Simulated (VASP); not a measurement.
# Mg16HO16 (a cell with a defect) in VASP: single point with PBE

Aim: the single point of Mg16HO16 (a cell with a defect) with PBE.

All numbers are computed with VASP 6.6.1; they aren't measurements. Logs are shortened: lines on timing, memory, paths and dates and some standing lists are left out, and cuts for length are marked.

**1. The cell of the first run**

The cell holds a defect, 33 atoms: a = 7.367 Å, b = 7.367 Å, c = 7.367 Å, α = 109.47°, β = 109.47°, γ = 109.47°.

**2. Single point, PBE, collinear spin (with an interstitial atom, then relaxed in part)**

File INCAR:

```
SYSTEM = Mg16HO16
PREC = Accurate ; ENCUT = 520
EDIFF = 1E-7 ; ISMEAR = 0
SIGMA = 0.01 ; LREAL = Auto
LASPH = .True. ; NELM = 150
ALGO = Normal ; ISIF = 2
LWAVE = .False. ; LCHARG = .False.
ISPIN = 2 ; MAGMOM = 0 0.111 0 0.111 0 0 0.111 0 0 0 0 0 0 0 0 0.111 0 0 0 0.111 0 0 0 0 0 0 0.111 0 0.111 0 0 0.111 0.111
LORBIT = 11 ; GGA = PE
NBANDS = 90
```

File KPOINTS:

```
Automatic mesh
0
Gamma
  2 2 2
  0.5 0.5 0.5
```

File POSCAR:

```
Mg16HO16
1.0
   -4.2535896556      4.2535896556     -4.2535896556
    4.2535896556      4.2535896556      4.2535896556
    4.2535896556     -4.2535896556     -4.2535896556
Mg O H
16 16 1
Direct
    0.2510119457      0.7518862381      0.0011464902
   -0.0001233688     -0.0055029274      0.0011504309
    0.4981298034      0.7484090984      0.7505311509
    0.7442413474      0.2501566289      0.0011557558
    0.2504826183     -0.0009731627      0.7500155675
    0.5016133529      0.5012874157      0.0011421545
   -0.0001323011      0.2501528771      0.7455249938
    0.7492624346      0.7484095709      0.4994041423
    0.4981247351     -0.0004600840      0.4994001951
    0.7487431910      0.5007521093      0.7500152848
   -0.0001231185      0.7518878781      0.2522827150
    0.2510038984      0.2501545754      0.5028871666
   -0.0001237503      0.5012889367      0.5028906502
    0.7487455591     -0.0009764142      0.2517552220
    0.5016102053      0.2501541679      0.2522772911
    0.2554847343      0.5057678041      0.2567529401
    0.2507094741      0.5009872492      0.7530458258
   -0.0001217431      0.7512207596      0.7503142616
    0.4988078924      0.4982485690      0.5000774182
    0.7343484231     -0.0153665582      0.7356174858
    0.2479715937      0.7490846725      0.5000758267
    0.5009417991      0.2501535750      0.7503099996
   -0.0001242064     -0.0006826265      0.5022109468
    0.7517788764      0.5009888487      0.2519801850
    0.4988050679      0.7490822049      0.2492368530
    0.7490401251      0.2501526471      0.5022093120
   -0.0001196186      0.5156521139      0.0011515322
    0.2507078113      0.0020494895      0.2519774732
   -0.0001220433      0.2501635357      0.2666627011
    0.7490447030      0.7512202154      0.0011452699
    0.5009440380     -0.0006834977      0.0011443346
    0.2653933821      0.2501627973      0.0011499287
   -0.0001711607      0.2500547811      0.0011225244
```

Potentials or basis: VASP PAW PBE potentials, release 64 (Mg, O, H).

Started as:

```bash
> cat potpaw_PBE.64/Mg/POTCAR potpaw_PBE.64/O/POTCAR potpaw_PBE.64/H/POTCAR > POTCAR
> mpirun -np 1 vasp_std > vasp.out
```

OUTCAR:

```text
SYSTEM = Mg16HO16
   PREC = Accurate
   ENCUT = 520
   EDIFF = 1E-7
   ISMEAR = 0
   LREAL = Auto
   LASPH = .True.
   NELM = 150
   ISIF = 2
   ISPIN = 2
   LORBIT = 11
   GGA = PE

 ion  position               nearest neighbor table
   1  0.251  0.752  0.001-  27 2.08  31 2.12  25 2.12  17 2.12  28 2.13  18 2.13   2 2.97   3 2.99
                            14 2.99   9 3.00  13 3.00  15 3.00   5 3.00   6 3.01  16 3.02   7 3.02
   2  1.000  0.994  0.001-  33 1.88  30 2.10  28 2.10  18 2.10  29 2.22  32 2.22  20 2.22  11 2.97
                            10 2.97   1 2.97  15 3.02  14 3.02  12 3.02   5 3.02   8 3.02   3 3.02
   3  0.498  0.748  0.751-  20 2.07  17 2.12  31 2.12  30 2.12  21 2.13  19 2.13  16 2.97   6 2.99
                             1 2.99  13 3.00  12 3.00   5 3.00  10 3.00  14 3.02   2 3.02   4 3.02
   4  0.744  0.250  0.001-  33 1.88  24 2.10  31 2.10  22 2.10  29 2.22  27 2.22  20 2.22  15 2.97
                             5 2.97   6 2.97  11 3.02  14 3.02  13 3.02  10 3.02   3 3.02   9 3.02
   5  0.250  0.999  0.750-  32 2.07  21 2.12  23 2.12  18 2.12  22 2.13  31 2.13   4 2.97  11 2.99
                            13 2.99  12 3.00   9 3.00   3 3.00   1 3.00   8 3.02   7 3.02   2 3.02
   6  0.502  0.501  0.001-  32 2.07  30 2.12  25 2.12  17 2.12  22 2.13  24 2.13   4 2.97   3 2.99
                            14 2.99  12 3.00  10 3.00   8 3.00  11 3.00   1 3.01  16 3.02   7 3.02
   7  1.000  0.250  0.746-  33 1.88  26 2.10  17 2.10  23 2.10  27 2.22  20 2.22  32 2.22  14 2.97
                            13 2.97  12 2.97  10 3.02   1 3.02   5 3.02   9 3.02   8 3.02   6 3.02
   8  0.749  0.748  0.499-  20 2.07  24 2.12  23 2.12  18 2.12  19 2.13  25 2.13  16 2.97  13 2.99
                            11 2.99  15 3.00   6 3.00  14 3.00  10 3.00   5 3.02   7 3.02   2 3.02
   9  0.498  1.000  0.499-  20 2.07  28 2.12  22 2.12  26 2.12  21 2.13  25 2.13  16 2.97  12 2.99
[... 16 lines left out ...]
  18  1.000  0.751  0.750-   2 2.10  13 2.12   5 2.12   8 2.12   1 2.13  10 2.13
  19  0.499  0.498  0.500-  16 2.10  10 2.12  15 2.12  12 2.12   8 2.13   3 2.13
  20  0.734  0.985  0.736-   9 2.07   8 2.07   3 2.07   7 2.22   4 2.22   2 2.22
  21  0.248  0.749  0.500-  16 2.10   5 2.12  11 2.12  13 2.12   9 2.13   3 2.13
  22  0.501  0.250  0.750-   4 2.10  12 2.12  10 2.12   9 2.12   5 2.13   6 2.13
[... 8 lines left out ...]
  31  0.501  0.999  0.001-   4 2.10   1 2.12  14 2.12   3 2.12   5 2.13  15 2.13
  32  0.265  0.250  0.001-   6 2.07  15 2.07   5 2.07  16 2.22   7 2.22   2 2.22
  33  1.000  0.250  0.001-   2 1.88   4 1.88   7 1.88  16 1.88

  LATTYP: Found a body centered cubic cell.
 ALAT       =     8.5071793112

  Lattice vectors:

 A1 = (  -4.2535896556,   4.2535896556,  -4.2535896556)
 A2 = (   4.2535896556,   4.2535896556,   4.2535896556)
 A3 = (   4.2535896556,  -4.2535896556,  -4.2535896556)

Analysis of symmetry for initial positions (statically):
=====================================================================
 Subroutine PRICEL returns:
 Original cell was already a primitive cell.

 Routine SETGRP: Setting up the symmetry group for a
 body centered cubic supercell.

 Subroutine GETGRP returns: Found  1 space group operations
 (whereof  1 operations were pure point group operations)
[... 229 lines left out ...]
 k-point     1 :       0.2500    0.2500    0.2500
  band No.  band energies     occupation
      1     -13.6118      1.00000
      2     -13.6056      1.00000
      3     -13.6056      1.00000
      4     -13.6055      1.00000
      5     -12.8643      1.00000
      6     -12.8642      1.00000
[... 305 lines left out ...]
     75      12.2362      0.00000
     76      12.7161      0.00000
 Fermi energy:         5.3226029971

 spin component 2

 k-point     1 :       0.2500    0.2500    0.2500
  band No.  band energies     occupation
      1     -13.5794      1.00000
      2     -13.5793      1.00000
      3     -13.5793      1.00000
      4     -13.4983      1.00000
      5     -12.8123      1.00000
      6     -12.8122      1.00000
[... 305 lines left out ...]
     75      12.2823      0.00000
     76      12.7250      0.00000
 [bands above 76 left out]

------------------------ aborting loop because EDIFF is reached ----------------------------------------

  FORCE on cell =-STRESS in cart. coord.  units (eV):
  Direction    XX          YY          ZZ          XY          YZ          ZX
  --------------------------------------------------------------------------------------
  -------------------------------------------------------------------------------------
  Total        4.1220530      4.1186110      4.1174646     -0.0007248      0.0033031     -0.0010834
  in kB       21.4534623     21.4355481     21.4295818     -0.0037724      0.0171912     -0.0056386
  external PRESSURE =      21.4395307 kB  Pullay stress =       0.0000000 kB

 VOLUME and BASIS-vectors are now :
 -----------------------------------------------------------------------------
  energy-cutoff  :      520.00
  volume of cell :      307.84
      direct lattice vectors                 reciprocal lattice vectors
    -4.253589656  4.253589656 -4.253589656     0.000000000  0.117547775 -0.117547775
     4.253589656  4.253589656  4.253589656     0.117547775  0.117547775  0.000000000
     4.253589656 -4.253589656 -4.253589656     0.117547775  0.000000000 -0.117547775

 POSITION                                       TOTAL-FORCE (eV/Angst)
 -----------------------------------------------------------------------------------
      2.13539      4.26104      2.12564        -0.000608     -0.001508      0.000980
     -0.01799      8.47835     -0.02778         0.006405      0.006121      0.006188
      4.25704      2.10981     -2.12787        -0.001235     -0.000123      0.000447
     -2.09672      4.22484     -2.10655        -0.006303      0.005974     -0.006390
      6.37426      2.12464     -0.00626         0.001148      0.000933      0.000618
      0.00347      4.26107     -0.00624        -0.001212     -0.001467      0.000577
[... 25 lines left out ...]
     -0.05989      2.18807     -0.06968         0.003492     -0.003805      0.003534
     -3.18446      5.31172     -3.19401         0.001142      0.000559     -0.000159
 -----------------------------------------------------------------------------------
    total drift:                               -0.010191      0.009979      0.009942

  FREE ENERGIE OF THE ION-ELECTRON SYSTEM (eV)
  ---------------------------------------------------
  free  energy   TOTEN  =      -190.2261385091 eV

  energy  without entropy=     -190.2261385091  energy(sigma->0) =     -190.22613851

 total charge

# of ion       s       p       d       tot
------------------------------------------
    1        0.146   0.174   0.076   0.397
    2        0.143   0.168   0.073   0.384
    3        0.146   0.174   0.076   0.397
    4        0.143   0.168   0.073   0.384
    5        0.146   0.174   0.076   0.397
    6        0.146   0.174   0.076   0.397
[... 25 lines left out ...]
   32        1.552   3.520   0.000   5.072
   33        0.539   0.016   0.000   0.555
--------------------------------------------------
tot         27.581  59.434   1.208  88.223

 magnetization (x)

# of ion       s       p       d       tot
------------------------------------------
    1        0.000   0.000   0.000   0.001
    2       -0.000   0.001   0.002   0.003
    3        0.000   0.000   0.000   0.001
    4       -0.000   0.001   0.002   0.003
    5        0.000   0.000   0.000   0.001
    6        0.000   0.000   0.000   0.001
[... 25 lines left out ...]
   32        0.009   0.095   0.000   0.104
   33        0.269   0.001   0.000   0.270
--------------------------------------------------
tot          0.309   0.419   0.013   0.741
```

It took 12 min on 1 thread of Oxide Virtual Turin-like, shared host; peak memory 0.59 GiB.

What came out:

* Free energy: -190.2261 eV
* Pressure: 2.1 GPa
* Largest force: 0.011 eV/Å
* Band gap on the k mesh: 1.30 eV
* Net moment: 1.00 μB per cell
* Site moments: Mg +0.00; O +0.00, +0.10 (each value once); H +0.27 μB
* Valence electrons inside the program's atomic spheres: Mg 0.40, 0.38 (each value once); O 5.09, 5.07 (each value once); H 0.56

Forces in eV/Å, atoms in the order of the input:
```
Mg  -0.001 -0.002  0.001
Mg   0.006  0.006  0.006
Mg  -0.001  0.000  0.000
Mg  -0.006  0.006 -0.006
Mg   0.001  0.001  0.001
Mg  -0.001 -0.001  0.001
Mg   0.006 -0.007 -0.007
Mg   0.001  0.001  0.001
Mg  -0.001  0.001 -0.001
Mg   0.000  0.001 -0.001
Mg   0.000  0.001  0.001
Mg   0.000  0.000 -0.001
Mg   0.001  0.000  0.000
Mg   0.000 -0.001  0.000
Mg  -0.001  0.001 -0.001
Mg  -0.006 -0.007  0.006
O    0.001  0.004  0.000
O   -0.007 -0.002 -0.002
O    0.001  0.005 -0.004
O    0.004  0.003 -0.004
O    0.003  0.004 -0.002
O    0.003 -0.005  0.009
O   -0.004  0.001  0.000
O    0.003 -0.001  0.004
O    0.002  0.008 -0.003
O    0.001  0.001  0.004
O   -0.004 -0.004 -0.003
O   -0.004 -0.001 -0.005
O   -0.002  0.001  0.000
O   -0.003 -0.005 -0.001
O    0.002 -0.004  0.004
O    0.003 -0.004  0.004
H    0.001  0.001  0.000
```

Caveat: the cell differs from its parent crystal (with an interstitial atom, then relaxed in part).
